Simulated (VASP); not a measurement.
**Hf: single point with PBE**

Crystal: Hf.

```
CELL_PARAMETERS angstrom
0.00000 2.22000 2.39760
2.22000 0.00000 2.39760
2.22000 2.22000 0.00000
ATOMIC_POSITIONS crystal
Hf 0.00000 0.00000 0.00000
```

This cell differs from its parent crystal: strain +0.000 along x and y, +0.080 along z.

| Quantity | Value |
| --- | --- |
| Program | VASP 6.6.1 |
| Task | single point |
| Functional | PBE |
| Potentials or basis | VASP PAW PBE potentials, release 64 (Hf_pv) |
| Cutoff | 520 eV |
| k mesh | 18 × 18 × 18 |
| Occupations | gaussian, width 0.15 eV |
| Spin | no spin polarisation |

* Pressure: -4.8 GPa
* Band gap on the k mesh: zero (band 5 reaches 5.41 eV, above the bottom of band 6 at 3.74 eV)

Stress tensor (GPa, compression positive):
```
-3.43  0.00  0.00
 0.00 -3.43  0.00
 0.00  0.00 -7.53
```

Levels at points of the mesh, in eV from the Fermi level:
```tsv
k point	band 2	band 3	band 4	band 5	band 6	band 7	band 8	band 9
(0.00, 0.00, 0.00)	-30.20	-30.20	-7.00	0.85	1.72	1.72	3.30	4.58
(0.50, 0.00, 0.00)	-30.33	-30.25	-3.45	0.45	0.75	1.66	5.71	6.14
(0.50, 0.50, 0.00)	-30.39	-30.39	-3.16	-1.82	1.53	6.05	6.48	6.48
(0.50, 0.00, 0.50)	-30.54	-30.42	-2.95	-1.93	2.68	5.76	6.00	6.99
```

It took 52 s on 1 thread of Intel(R) Xeon(R) Platinum 8559C (Emerald Rapids) (shared host), peak memory 0.24 GiB.

Caveat: the cell differs from its parent crystal (strain +0.000 along x and y, +0.080 along z); spin-orbit coupling is left out, which moves the levels of the heavy elements.
